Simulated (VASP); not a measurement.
# Hf (Im-3m) in VASP: a series of runs

Hf is run at these levels: RPBE+D4, revPBE+D3(BJ), revPBE+D4, BLYP+D3(BJ); tasks: relaxation of cell and atoms.

Everything below comes from runs of VASP 6.6.1. Logs are shortened: lines on timing, memory, paths and dates and some standing lists are left out, and cuts for length are marked.

## Step 1: The cell of the first run

It takes space group Im-3m (No. 229, cubic). Conventional cell: a = 3.610 Å, b = 3.610 Å, c = 3.610 Å, α = 90.00°, β = 90.00°, γ = 90.00°. Hf (site symmetry m-3m) has 14 Hf at 3.13 to 3.61 Å within 4.1 Å.

## Step 2: Relaxation of cell and atoms, RPBE+D4

Input file INCAR:

```
PREC = Accurate
ENCUT = 600
EDIFF = 1E-6
ISMEAR = -1
SIGMA = 0.05
LREAL = False
LASPH = True
NELM = 80
ALGO = Normal
ISIF = 3
LWAVE = False
LCHARG = False
GGA = RP
IVDW = 13
IBRION = 2
NSW = 60
EDIFFG = -0.01
```

Input file KPOINTS:

```
regular mesh
0
Gamma
  10 10 10
```

Input file POSCAR:

```
Hf
1.0
   -1.8050000000      1.8050000000      1.8050000000
    1.8050000000     -1.8050000000      1.8050000000
    1.8050000000      1.8050000000     -1.8050000000
Hf
1
Direct
    0.0000000000      0.0000000000      0.0000000000
```

Potentials or basis: VASP PAW PBE potentials, release 64 (Hf_pv).

Launch:

```console
> cat potpaw_PBE.64/Hf_pv/POTCAR > POTCAR
> mpirun -np 1 vasp_std > vasp.out
```

OUTCAR:

```text
PREC = Accurate
   ENCUT = 600
   EDIFF = 1E-6
   ISMEAR = -1
   LREAL = False
   LASPH = True
   NELM = 80
   ISIF = 3
   GGA = RP
   IVDW = 13
   IBRION = 2
   NSW = 60
   EDIFFG = -0.01

 ion  position               nearest neighbor table
   1  0.000  0.000  0.000-

  LATTYP: Found a body centered cubic cell.
 ALAT       =     3.6100000000

  Lattice vectors:

 A1 = (  -1.8050000000,   1.8050000000,   1.8050000000)
 A2 = (   1.8050000000,  -1.8050000000,   1.8050000000)
 A3 = (   1.8050000000,   1.8050000000,  -1.8050000000)

Analysis of symmetry for initial positions (statically):
=====================================================================
 Subroutine PRICEL returns:
 Original cell was already a primitive cell.

 Routine SETGRP: Setting up the symmetry group for a
 body centered cubic supercell.

 Subroutine GETGRP returns: Found 48 space group operations
[... 9 lines left out ...]

 Routine SETGRP: Setting up the symmetry group for a
 body centered cubic supercell.

 Subroutine GETGRP returns: Found 48 space group operations
[... 11 lines left out ...]
                                     Primitive cell

  volume of cell :      23.5229

  direct lattice vectors                    reciprocal lattice vectors
    -1.805000000  1.805000000  1.805000000     0.000000000  0.277008310  0.277008310
     1.805000000 -1.805000000  1.805000000     0.277008310  0.000000000  0.277008310
     1.805000000  1.805000000 -1.805000000     0.277008310  0.277008310  0.000000000

  length of vectors
     3.126351708  3.126351708  3.126351708     0.391748909  0.391748909  0.391748909

  position of ions in fractional coordinates (direct lattice)
     0.000000000  0.000000000  0.000000000

  ion indices of the primitive-cell ions
   primitive index   ion index
                 1           1

----------------------------------------------------------------------------------------

 KPOINTS: regular mesh

Automatic generation of k-mesh.
 Grid dimensions read from file:
 generate k-points for:   10   10   10

 Generating k-lattice:

  Cartesian coordinates                     Fractional coordinates (reciprocal lattice)
     0.000000000  0.027700831  0.027700831     0.100000000  0.000000000  0.000000000
     0.027700831  0.000000000  0.027700831     0.000000000  0.100000000  0.000000000
     0.027700831  0.027700831  0.000000000     0.000000000  0.000000000  0.100000000

  Length of vectors
     0.039174891  0.039174891  0.039174891
[... 42 lines left out ...]
   NGX,Y,Z   is equivalent  to a cutoff of  14.89, 14.89, 14.89 a.u.
   NGXF,Y,Z  is equivalent  to a cutoff of  29.78, 29.78, 29.78 a.u.
 SYSTEM =  unknown system
   PREC   = accura    normal or accurate (medium, high low for compatibility)
   ISTART =      0    job   : 0-new  1-cont  2-samecut
   ICHARG =      2    charge: 1-file 2-atom 10-const
   ISPIN  =      1    spin polarized calculation?
   LNONCOLLINEAR =      F non collinear calculations
   LSORBIT =      F    spin-orbit coupling
   LASPH  =      T    aspherical Exc in radial PAW
   ENCUT  =  600.0 eV  44.10 Ry    6.64 a.u.   6.24  6.24  6.24*2*pi/ulx,y,z
   NELM   =     80;   NELMIN=  2; NELMDL= -5     # of ELM steps
   EDIFF  = 0.1E-05   stopping-criterion for ELM
   LREAL  =      F    real-space projection
   EDIFFG = -.1E-01   stopping-criterion for IOM
   NSW    =     60    number of steps for IOM
   IBRION =      2    ionic relax: 0-MD 1-quasi-New 2-CG
   NFREE  =      1    steps in history (QN), initial steepest desc. (CG)
   ISIF   =      3    stress and relaxation
   ISYM   =      2    0-nonsym 1-usesym 2-fastsym
   POTIM  = 0.5000    time-step for ionic-motion
   TEBEG  =    0.0;   TEEND  =   0.0 temperature during run
   PSTRESS=    0.0 pullay stress
   NELECT =      10.0000    total number of electrons
   NUPDOWN=      -1.0000    fix difference up-down
   EMIN   =  10.00;   EMAX   =-10.00  energy-range for DOS
   EFERMI =   0.00;   METHOD = LEGACY
   ISMEAR =    -1;   SIGMA  =   0.05  broadening in eV -4-tet -1-fermi 0-gaus
   EFERMI_NEDOS =   21; number of points for ismear=-14 and -15
   IALGO  =     38    algorithm
   IMIX   =      4    mixing-type and parameters
     AMIX     =   0.40;   BMIX     =  1.00
     AMIX_MAG =   1.60;   BMIX_MAG =  1.00
  volume/ion in A,a.u.               =      23.52       158.74
  Fermi-wavevector in a.u.,A,eV,Ry     =   1.230961  2.326179 20.616432  1.515265
  Thomas-Fermi vector in A             =   2.365789
   LORBIT       =      0    0 simple, 1 ext, 2 COOP (PROOUT), +10 PAW based schemes
   GGA     = RP    functional components
   LHFCALC =     F    Hartree Fock is set to
   AEXX    =    0.0000 exact exchange contribution
   IVDW    =    13    specifies the selected vdW correction
   LEPSILON=     F    determine dielectric tensor
   LRPA    =     F    only Hartree local field effects (RPA)
 conjugate gradient relaxation of ions
 non-spin polarized calculation
  energy-cutoff  :      600.00
  volume of cell :       23.52
 maximum number of plane-waves:       802
 NGX is ok and might be reduce to    28
   NGX = 13   NGY = 13   NGZ = 13

--------------------------------------- Ionic step        1  -------------------------------------------

 number of electron      10.0000000 magnetization

 number of electron       9.9999999 magnetization

 Free energy of the ion-electron system (eV)
  ---------------------------------------------------
  ext. energy  EPLUGINS =         0.00000000
  ---------------------------------------------------
  free energy    TOTEN  =        -9.32284456 eV

  energy without entropy =       -9.30733519  energy(sigma->0) =       -9.31508987

------------------------ aborting loop because EDIFF is reached ----------------------------------------

  DFT-D4 for vdW energy calculation

  Edisp (eV):   -0.31097
[... 69 lines left out ...]
--------------------------------------- Ionic step        3  -------------------------------------------

 number of electron      10.0000001 magnetization

 Free energy of the ion-electron system (eV)
  ---------------------------------------------------
  ext. energy  EPLUGINS =         0.00000000
  ---------------------------------------------------
  free energy    TOTEN  =        -9.32440108 eV

  energy without entropy =       -9.31055749  energy(sigma->0) =       -9.31747928

 E-fermi :   4.6902     XC(G=0): -11.2240

 val. band max:        4.6689290864   @ k =   0.3000   0.1000   0.1000
 cond. band min:       4.7013099164   @ k =   0.3000   0.2000  -0.0000
 fundamental gap:      0.0323808300
 Fermi energy:         4.6901986839

 k-point     1 :       0.0000    0.0000    0.0000
  band No.  band energies     occupation
      1     -25.1942      2.00000
      2     -25.1942      2.00000
      3     -25.1942      2.00000
      4      -2.3573      2.00000
      5       6.2396      0.00000
      6       6.2396      0.00000
      7       6.2396      0.00000
      8       9.0133      0.00000
      9       9.0133      0.00000
[... 265 lines left out ...]
 k-point    24 :      -0.3000    0.3000    0.1000
  band No.  band energies     occupation
      1     -25.7278      2.00000
      2     -25.3975      2.00000
      3     -25.2580      2.00000
      4       0.5810      2.00000
      5       4.8939      0.03347
      6       5.1227      0.00035
      7       7.6816      0.00000
      8       9.1635      0.00000
      9       9.8303      0.00000

 [... further k-points ...]

------------------------ aborting loop because EDIFF is reached ----------------------------------------

  DFT-D4 for vdW energy calculation

  Edisp (eV):   -0.32742
[... 24 lines left out ...]
  FREE ENERGIE OF THE ION-ELECTRON SYSTEM (eV)
  ---------------------------------------------------
  free  energy   TOTEN  =        -9.6518220904 eV

  energy  without entropy=       -9.6379784941  energy(sigma->0) =       -9.64490029

 reached required accuracy - stopping structural energy minimisation
```

CONTCAR:

```text
Hf
   1.00000000000000
    -1.7746892164157848    1.7746892164157848    1.7746892164157848
     1.7746892164157848   -1.7746892164157848    1.7746892164157848
     1.7746892164157848    1.7746892164157848   -1.7746892164157848
  Hf
     1
Direct
     0.0000000000000000    0.0000000000000000    0.0000000000000000

  0.00000000E+00  0.00000000E+00  0.00000000E+00
```

It took 26 s on 1 thread of Intel Xeon Platinum 8375C at 2.90GHz (Ice Lake), shared host; peak memory 0.17 GiB.

Results:

| Item | Value |
| --- | --- |
| Free energy | -9.6518 eV |
| Relaxed volume | 22.36 Å³/atom |
| Relaxed cell | a = 3.074 Å, b = 3.074 Å, c = 3.074 Å, α = 109.47°, β = 109.47°, γ = 109.47° |
| Space group after relaxing (to 0.05 Å) | Im-3m (No. 229) |
| Energy gained by relaxing | 18.0 meV/atom |
| Ionic steps | 3 |
| Pressure after relaxing | -0.1 GPa |
| Band gap on the k mesh | zero (band 5 reaches 6.24 eV, above the bottom of band 6 at 3.93 eV) |
| Dispersion energy per atom | -0.327 eV |

The path:
```
step  energy change (eV)  largest force (eV/Å)  pressure (GPa)  volume (Å³)
   1              0.0000                0.0000           -4.71        23.52
   2              0.0004                0.0000            5.54        21.24
   3             -0.0180                0.0000           -0.06        22.36
```

Final structure:
```
CELL_PARAMETERS angstrom
-1.77469 1.77469 1.77469
1.77469 -1.77469 1.77469
1.77469 1.77469 -1.77469
ATOMIC_POSITIONS crystal
Hf 0.00000 0.00000 0.00000
```

Caveat: the PAW data sets were made with another functional, which shifts forces and pressure a little; spin-orbit coupling is left out, which moves the levels of the heavy elements; pairwise dispersion overbinds metals, which lowers pressure and volume.

(Part 1 of 3 ends here.)
